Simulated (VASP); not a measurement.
# InSb (Cmcm) in VASP: further runs, part 2 of 2

VASP 6.6.1. The steps go on from the part before.

## (3) Single point, PBE

INCAR

```
PREC = Accurate
ENCUT = 520
EDIFF = 1E-6
ISMEAR = -5
SIGMA = 0.1
LREAL = False
LASPH = True
NELM = 100
ALGO = Normal
ISIF = 2
LWAVE = False
LCHARG = False
GGA = PE
NBANDS = 26
```

KPOINTS

```
regular mesh
0
Gamma
  10 10 8
```

POSCAR

```
InSb
1.0
    3.0633140000     -3.0813730000      0.0000000000
    3.0633140000      3.0813730000      0.0000000000
    0.0000000000      0.0000000000      6.1268940000
In Sb
2 2
Direct
    0.2794110000      0.7205890000      0.2500000000
    0.7205890000      0.2794110000      0.7500000000
    0.7772050000      0.2227950000      0.2500000000
    0.2227950000      0.7772050000      0.7500000000
```

Potentials or basis: VASP PAW PBE potentials, release 64 (In_d, Sb).

Launch:

```sh
$ cat potpaw_PBE.64/In_d/POTCAR potpaw_PBE.64/Sb/POTCAR > POTCAR
$ mpirun -np 1 vasp_std > vasp.out
```

OUTCAR:

```text
PREC = Accurate
   ENCUT = 520
   EDIFF = 1E-6
   ISMEAR = -5
   LREAL = False
   LASPH = True
   NELM = 100
   ISIF = 2
   GGA = PE

 ion  position               nearest neighbor table
   1  0.279  0.721  0.250-   3 3.06   3 3.06   3 3.07   4 3.08   4 3.08   3 3.09
   2  0.721  0.279  0.750-   4 3.06   4 3.06   4 3.07   3 3.08   3 3.08   4 3.09
   3  0.777  0.223  0.250-   1 3.06   1 3.06   1 3.07   2 3.08   2 3.08   1 3.09
   4  0.223  0.777  0.750-   2 3.06   2 3.06   2 3.07   1 3.08   1 3.08   2 3.09

  LATTYP: Found a base centered orthorhombic cell.
 ALAT       =     6.1266280000
 B/A-ratio  =     1.0058952494
 C/A-ratio  =     1.0000434170

  Lattice vectors:

 A1 = (   3.0633140000,  -3.0813730000,   0.0000000000)
 A2 = (   3.0633140000,   3.0813730000,   0.0000000000)
 A3 = (   0.0000000000,   0.0000000000,   6.1268940000)

Analysis of symmetry for initial positions (statically):
=====================================================================
 Subroutine PRICEL returns:
 Original cell was already a primitive cell.

 Routine SETGRP: Setting up the symmetry group for a
 base centered orthorhombic supercell.

 Subroutine GETGRP returns: Found  8 space group operations
 (whereof  4 operations were pure point group operations)
 out of a pool of  8 trial point group operations.

The static configuration has the point symmetry C_2h.
 The point group associated with its full space group is D_2h.

Analysis of symmetry for dynamics (positions and initial velocities):
=====================================================================
 Subroutine PRICEL returns:
 Original cell was already a primitive cell.

 Routine SETGRP: Setting up the symmetry group for a
 base centered orthorhombic supercell.

 Subroutine GETGRP returns: Found  8 space group operations
 (whereof  4 operations were pure point group operations)
 out of a pool of  8 trial point group operations.

The dynamic configuration has the point symmetry C_2h.
[... 124 lines left out ...]
   IMIX   =      4    mixing-type and parameters
     AMIX     =   0.40;   BMIX     =  1.00
     AMIX_MAG =   1.60;   BMIX_MAG =  1.00
  volume/ion in A,a.u.               =      28.92       195.14
  Fermi-wavevector in a.u.,A,eV,Ry     =   1.109448  2.096553 16.747069  1.230875
  Thomas-Fermi vector in A             =   2.245988
   LORBIT       =      0    0 simple, 1 ext, 2 COOP (PROOUT), +10 PAW based schemes
   GGA     = PE    functional components
   LHFCALC =     F    Hartree Fock is set to
   AEXX    =    0.0000 exact exchange contribution
   IVDW    =     0    specifies the selected vdW correction
   LEPSILON=     F    determine dielectric tensor
   LRPA    =     F    only Hartree local field effects (RPA)
 non-spin polarized calculation
 Fermi weights with tetrahedron method with Bloechl corrections
  energy-cutoff  :      520.00
  volume of cell :      115.67
 maximum number of plane-waves:      3156
   NGX = 17   NGY = 17   NGZ = 23

 number of electron      35.9999988 magnetization

 Free energy of the ion-electron system (eV)
  ---------------------------------------------------
  ext. energy  EPLUGINS =         0.00000000
  ---------------------------------------------------
  free energy    TOTEN  =       -13.32286594 eV

  energy without entropy =      -13.32286594  energy(sigma->0) =      -13.32286594

 E-fermi :   6.6242     XC(G=0):  -9.7321

 val. band max:        6.9341326002   @ k =   0.5000  -0.0000   0.5000
 cond. band min:       6.5931935538   @ k =  -0.4000   0.2000   0.1250
 fundamental gap:     -0.3409390464
 Fermi energy:         6.6241686754

 k-point     1 :       0.0000    0.0000    0.0000
  band No.  band energies     occupation
      1      -7.9198      2.00000
      2      -7.7995      2.00000
      3      -7.7958      2.00000
      4      -7.7882      2.00000
      5      -7.7803      2.00000
      6      -7.7772      2.00000
[... 685 lines left out ...]
     25      14.1084      0.00000
     26      14.2429      0.00000

 [... further k-points ...]

------------------------ aborting loop because EDIFF is reached ----------------------------------------

  FORCE on cell =-STRESS in cart. coord.  units (eV):
  Direction    XX          YY          ZZ          XY          YZ          ZX
  --------------------------------------------------------------------------------------
  -------------------------------------------------------------------------------------
  Total        0.0619374      0.1186395     -0.2510777      0.0000000      0.0000000      0.0000000
  in kB        0.8579416      1.6433634     -3.4778635      0.0000000      0.0000000      0.0000000
  external PRESSURE =      -0.3255195 kB  Pullay stress =       0.0000000 kB

 VOLUME and BASIS-vectors are now :
 -----------------------------------------------------------------------------
  energy-cutoff  :      520.00
  volume of cell :      115.67
      direct lattice vectors                 reciprocal lattice vectors
     3.063314000 -3.081373000  0.000000000     0.163221922 -0.162265328  0.000000000
     3.063314000  3.081373000  0.000000000     0.163221922  0.162265328  0.000000000
     0.000000000  0.000000000  6.126894000     0.000000000  0.000000000  0.163214836

 POSITION                                       TOTAL-FORCE (eV/Angst)
 -----------------------------------------------------------------------------------
      3.06331      1.35943      1.53172         0.000000     -0.014207     -0.000000
      3.06331     -1.35943      4.59517         0.000000      0.014207      0.000000
      3.06331     -1.70834      1.53172         0.000000      0.009991      0.000000
      3.06331      1.70834      4.59517         0.000000     -0.009991      0.000000
 -----------------------------------------------------------------------------------
    total drift:                               -0.000000     -0.000000     -0.000000

  FREE ENERGIE OF THE ION-ELECTRON SYSTEM (eV)
  ---------------------------------------------------
  free  energy   TOTEN  =       -13.3228659389 eV

  energy  without entropy=      -13.3228659389  energy(sigma->0) =      -13.32286594
```

OSZICAR:

```text
N       E                     dE             d eps       ncg     rms          rms(c)
DAV:   1     0.285734948451E+03    0.28573E+03   -0.15943E+04  8060   0.148E+03
DAV:   2     0.108245782051E+02   -0.27491E+03   -0.26851E+03  8382   0.361E+02
DAV:   3    -0.125737389576E+02   -0.23398E+02   -0.23019E+02 10236   0.119E+02
DAV:   4    -0.133864041557E+02   -0.81267E+00   -0.80777E+00  9498   0.240E+01
DAV:   5    -0.134277068506E+02   -0.41303E-01   -0.41317E-01 12922   0.507E+00    0.459E+00
DAV:   6    -0.133226032161E+02    0.10510E+00   -0.26398E-01 11058   0.649E+00    0.249E+00
DAV:   7    -0.133235183530E+02   -0.91514E-03   -0.85682E-02 11264   0.248E+00    0.641E-01
DAV:   8    -0.133225789070E+02    0.93945E-03   -0.94216E-03  9958   0.108E+00    0.239E-01
DAV:   9    -0.133228880249E+02   -0.30912E-03   -0.87665E-04 11570   0.267E-01    0.721E-02
DAV:  10    -0.133228541725E+02    0.33852E-04   -0.56813E-05 11600   0.784E-02    0.289E-02
DAV:  11    -0.133228629279E+02   -0.87554E-05   -0.12221E-05  7490   0.238E-02    0.173E-02
DAV:  12    -0.133228665708E+02   -0.36429E-05   -0.54887E-07  6054   0.610E-03    0.491E-03
DAV:  13    -0.133228681172E+02   -0.15464E-05   -0.48495E-07  5052   0.502E-03    0.264E-03
DAV:  14    -0.133228670281E+02    0.10891E-05   -0.12779E-07  4536   0.484E-03    0.985E-04
DAV:  15    -0.133228660050E+02    0.10230E-05   -0.44147E-08  4496   0.225E-03    0.477E-04
DAV:  16    -0.133228659389E+02    0.66127E-07   -0.26156E-08  4458   0.194E-03
   1 F= -.13322866E+02 E0= -.13322866E+02  d E =0.000000E+00
```

Wall time 6.2 min (1 thread of Oxide Virtual Turin-like, shared host); peak memory 0.49 GiB.

Results:

```
Free energy            : -13.3229 eV
Pressure               : 0.0 GPa
Largest force          : 0.014 eV/Å
Band gap on the k mesh : zero (band 18 reaches 7.22 eV, above the bottom of band 19 at 4.56 eV)
```

Forces on the atoms (eV/Å):
```
In   0.000 -0.014  0.000
In   0.000  0.014  0.000
Sb   0.000  0.010  0.000
Sb   0.000 -0.010  0.000
```

Stress tensor (GPa, compression positive):
```
 0.09  0.00  0.00
 0.00  0.16  0.00
 0.00  0.00 -0.35
```

Caveat: spin-orbit coupling is left out, which moves the levels of the heavy elements; tetrahedron occupations give inexact forces and stress in metals.

## (4) Single point, PBE

INCAR

```
SYSTEM = InSb
PREC = Accurate
ENCUT = 520
EDIFF = 1E-6
ISMEAR = 0
SIGMA = 0.1
LREAL = .False.
LASPH = .True.
NELM = 80
ALGO = Normal
ISIF = 2
LWAVE = .False.
LCHARG = .True.
GGA = PE
LELF = .True.
LVHAR = .True.
NBANDS = 26
```

KPOINTS

```
Automatic mesh
0
Gamma
  12 12 10
  0 0 0
```

POSCAR is that of step 3.

Potentials or basis: VASP PAW PBE potentials, release 64 (In_d, Sb).

Launch:

```sh
$ cat potpaw_PBE.64/In_d/POTCAR potpaw_PBE.64/Sb/POTCAR > POTCAR
$ mpirun -np 1 vasp_std > vasp.out
```

OUTCAR:

```text
SYSTEM = InSb
   PREC = Accurate
   ENCUT = 520
   EDIFF = 1E-6
   ISMEAR = 0
   LREAL = .False.
   LASPH = .True.
   NELM = 80
   ISIF = 2
   GGA = PE

 ion  position               nearest neighbor table
   1  0.279  0.721  0.250-   3 3.06   3 3.06   3 3.07   4 3.08   4 3.08   3 3.09
   2  0.721  0.279  0.750-   4 3.06   4 3.06   4 3.07   3 3.08   3 3.08   4 3.09
   3  0.777  0.223  0.250-   1 3.06   1 3.06   1 3.07   2 3.08   2 3.08   1 3.09
   4  0.223  0.777  0.750-   2 3.06   2 3.06   2 3.07   1 3.08   1 3.08   2 3.09

  LATTYP: Found a base centered orthorhombic cell.
 ALAT       =     6.1266280000
 B/A-ratio  =     1.0058952494
 C/A-ratio  =     1.0000434170

  Lattice vectors:

 A1 = (   3.0633140000,  -3.0813730000,   0.0000000000)
 A2 = (   3.0633140000,   3.0813730000,   0.0000000000)
 A3 = (   0.0000000000,   0.0000000000,   6.1268940000)

Analysis of symmetry for initial positions (statically):
=====================================================================
 Subroutine PRICEL returns:
 Original cell was already a primitive cell.

 Routine SETGRP: Setting up the symmetry group for a
 base centered orthorhombic supercell.

 Subroutine GETGRP returns: Found  8 space group operations
 (whereof  4 operations were pure point group operations)
 out of a pool of  8 trial point group operations.

The static configuration has the point symmetry C_2h.
 The point group associated with its full space group is D_2h.

Analysis of symmetry for dynamics (positions and initial velocities):
=====================================================================
 Subroutine PRICEL returns:
 Original cell was already a primitive cell.

 Routine SETGRP: Setting up the symmetry group for a
 base centered orthorhombic supercell.

 Subroutine GETGRP returns: Found  8 space group operations
 (whereof  4 operations were pure point group operations)
 out of a pool of  8 trial point group operations.

The dynamic configuration has the point symmetry C_2h.
 The point group associated with its full space group is D_2h.

 Subroutine INISYM returns: Found  8 space group operations
 (whereof  4 operations are pure point group operations),
 and found     1 'primitive' translations

----------------------------------------------------------------------------------------

                                     Primitive cell

  volume of cell :     115.6661

  direct lattice vectors                    reciprocal lattice vectors
     3.063314000 -3.081373000  0.000000000     0.163221922 -0.162265328  0.000000000
     3.063314000  3.081373000  0.000000000     0.163221922  0.162265328  0.000000000
     0.000000000  0.000000000  6.126894000     0.000000000  0.000000000  0.163214836

  length of vectors
     4.344968611  4.344968611  6.126894000     0.230155236  0.230155236  0.163214836

  position of ions in fractional coordinates (direct lattice)
     0.279411000  0.720589000  0.250000000
     0.720589000  0.279411000  0.750000000
     0.777205000  0.222795000  0.250000000
     0.222795000  0.777205000  0.750000000

  ion indices of the primitive-cell ions
   primitive index   ion index
                 1           1
                 2           2
                 3           3
                 4           4

----------------------------------------------------------------------------------------

 KPOINTS: Automatic mesh

Automatic generation of k-mesh.
[... 24 lines left out ...]
  0.083333  0.000000  0.000000      4.000000
  0.166667  0.000000  0.000000      4.000000
  0.250000  0.000000  0.000000      4.000000
  0.333333  0.000000  0.000000      4.000000
  0.416667  0.000000  0.000000      4.000000
[... 16 lines left out ...]
  0.500000  0.166667  0.000000      4.000000
 -0.416667  0.166667  0.000000      4.000000
 [... further k-points ...]
   k-points           NKPTS =    258   k-points in BZ     NKDIM =    258   number of bands    NBANDS=     26
   number of dos      NEDOS =    301   number of ions     NIONS =      4
   total plane-waves  NPLWV =  49152
   dimension x,y,z NGX =    32 NGY =   32 NGZ =   48
   dimension x,y,z NGXF=    64 NGYF=   64 NGZF=   96
   ions per type =               2   2
   NGX,Y,Z   is equivalent  to a cutoff of  12.24, 12.24, 13.02 a.u.
   NGXF,Y,Z  is equivalent  to a cutoff of  24.49, 24.49, 26.05 a.u.
 SYSTEM =  InSb
   PREC   = accura    normal or accurate (medium, high low for compatibility)
   ISTART =      0    job   : 0-new  1-cont  2-samecut
   ICHARG =      2    charge: 1-file 2-atom 10-const
   ISPIN  =      1    spin polarized calculation?
   LNONCOLLINEAR =      F non collinear calculations
   LSORBIT =      F    spin-orbit coupling
   LASPH  =      T    aspherical Exc in radial PAW
   ENCUT  =  520.0 eV  38.22 Ry    6.18 a.u.   8.08  8.08 11.39*2*pi/ulx,y,z
   NELM   =     80;   NELMIN=  2; NELMDL= -5     # of ELM steps
   EDIFF  = 0.1E-05   stopping-criterion for ELM
   LREAL  =      F    real-space projection
   EDIFFG = 0.1E-04   stopping-criterion for IOM
   NSW    =      0    number of steps for IOM
   IBRION =     -1    ionic relax: 0-MD 1-quasi-New 2-CG
   NFREE  =      0    steps in history (QN), initial steepest desc. (CG)
   ISIF   =      2    stress and relaxation
   ISYM   =      2    0-nonsym 1-usesym 2-fastsym
   POTIM  = 0.5000    time-step for ionic-motion
   TEBEG  =    0.0;   TEEND  =   0.0 temperature during run
   PSTRESS=    0.0 pullay stress
   NELECT =      36.0000    total number of electrons
   NUPDOWN=      -1.0000    fix difference up-down
   EMIN   =  10.00;   EMAX   =-10.00  energy-range for DOS
   EFERMI =   0.00;   METHOD = LEGACY
   ISMEAR =     0;   SIGMA  =   0.10  broadening in eV -4-tet -1-fermi 0-gaus
   EFERMI_NEDOS =   21; number of points for ismear=-14 and -15
   IALGO  =     38    algorithm
   IMIX   =      4    mixing-type and parameters
     AMIX     =   0.40;   BMIX     =  1.00
     AMIX_MAG =   1.60;   BMIX_MAG =  1.00
  volume/ion in A,a.u.               =      28.92       195.14
  Fermi-wavevector in a.u.,A,eV,Ry     =   1.109448  2.096553 16.747069  1.230875
  Thomas-Fermi vector in A             =   2.245988
   LORBIT       =      0    0 simple, 1 ext, 2 COOP (PROOUT), +10 PAW based schemes
   GGA     = PE    functional components
   LHFCALC =     F    Hartree Fock is set to
   AEXX    =    0.0000 exact exchange contribution
   IVDW    =     0    specifies the selected vdW correction
   LEPSILON=     F    determine dielectric tensor
   LRPA    =     F    only Hartree local field effects (RPA)
 non-spin polarized calculation
 Gauss-broadening in eV      SIGMA  =   0.10
  energy-cutoff  :      520.00
  volume of cell :      115.67
 maximum number of plane-waves:      3156
   NGX = 17   NGY = 17   NGZ = 23

 number of electron      35.9999988 magnetization

 Free energy of the ion-electron system (eV)
  ---------------------------------------------------
  ext. energy  EPLUGINS =         0.00000000
  ---------------------------------------------------
  free energy    TOTEN  =       -13.33076484 eV

  energy without entropy =      -13.31827798  energy(sigma->0) =      -13.32452141

 E-fermi :   6.6433     XC(G=0):  -9.7320

 val. band max:        6.6306859254   @ k =   0.0000   0.0000   0.0000
 cond. band min:       6.6493048832   @ k =   0.5000   0.0000   0.2000
 fundamental gap:      0.0186189578
 Fermi energy:         6.6432654927

 k-point     1 :       0.0000    0.0000    0.0000
  band No.  band energies     occupation
      1      -7.9050      2.00000
      2      -7.7840      2.00000
      3      -7.7796      2.00000
      4      -7.7718      2.00000
      5      -7.7639      2.00000
      6      -7.7611      2.00000
[... 685 lines left out ...]
     25      12.4706      0.00000
     26      13.6565      0.00000

 [... further k-points ...]

------------------------ aborting loop because EDIFF is reached ----------------------------------------

  FORCE on cell =-STRESS in cart. coord.  units (eV):
  Direction    XX          YY          ZZ          XY          YZ          ZX
  --------------------------------------------------------------------------------------
  -------------------------------------------------------------------------------------
  Total        0.1976226      0.1544266     -0.2645308      0.0000000      0.0000000      0.0000000
  in kB        2.7374171      2.1390780     -3.6642121      0.0000000      0.0000000      0.0000000
  external PRESSURE =       0.4040943 kB  Pullay stress =       0.0000000 kB

 VOLUME and BASIS-vectors are now :
 -----------------------------------------------------------------------------
  energy-cutoff  :      520.00
  volume of cell :      115.67
      direct lattice vectors                 reciprocal lattice vectors
     3.063314000 -3.081373000  0.000000000     0.163221922 -0.162265328  0.000000000
     3.063314000  3.081373000  0.000000000     0.163221922  0.162265328  0.000000000
     0.000000000  0.000000000  6.126894000     0.000000000  0.000000000  0.163214836

 POSITION                                       TOTAL-FORCE (eV/Angst)
 -----------------------------------------------------------------------------------
      3.06331      1.35943      1.53172         0.000000     -0.004192      0.000000
      3.06331     -1.35943      4.59517         0.000000      0.004192     -0.000000
      3.06331     -1.70834      1.53172         0.000000      0.015548     -0.000000
      3.06331      1.70834      4.59517         0.000000     -0.015548     -0.000000
 -----------------------------------------------------------------------------------
    total drift:                               -0.000000     -0.000000     -0.000000

  FREE ENERGIE OF THE ION-ELECTRON SYSTEM (eV)
  ---------------------------------------------------
  free  energy   TOTEN  =       -13.3307648371 eV

  energy  without entropy=      -13.3182779782  energy(sigma->0) =      -13.32452141
```

Wall time 6.7 min (1 thread of Oxide Virtual Turin-like, shared host); peak memory 0.69 GiB.

What came out:

| Property | Result |
| --- | --- |
| Free energy | -13.3308 eV |
| Pressure | 0.0 GPa |
| Largest force | 0.016 eV/Å |
| Band gap on the k mesh | zero (band 18 reaches 7.22 eV, above the bottom of band 19 at 4.56 eV) |

Forces on the atoms (eV/Å):
```
In   0.000 -0.004  0.000
In   0.000  0.004  0.000
Sb   0.000  0.016  0.000
Sb   0.000 -0.016  0.000
```

Stress tensor (GPa, compression positive):
```
 0.27  0.00  0.00
 0.00  0.21  0.00
 0.00  0.00 -0.37
```

Caveat: spin-orbit coupling is left out, which moves the levels of the heavy elements.

## (5) Overview

| k mesh | smearing | gap on the mesh (eV) | pressure (GPa) | largest force (eV/Å) |
| --- | --- | --- | --- | --- |
| 10 × 10 × 8 | methfessel-paxton 0.5 eV | none | 0.1 | 0.02 |
| 10 × 10 × 8 | tetrahedron | none | 0.0 | 0.01 |
| 12 × 12 × 10 | gaussian 0.1 eV | none | 0.0 | 0.02 |

Alike in all rows: task single point; level PBE; potentials or basis VASP PAW PBE potentials, release 64 (In_d, Sb); no spin polarisation; cell as given; cutoff (eV) 520.

Every run on the cell as given and a fine mesh finds a metal.

Caveats: spin-orbit coupling is left out, which moves the levels of the heavy elements; tetrahedron occupations give inexact forces and stress in metals (some runs).

Absolute energies hang on the potentials; compare differences alone.
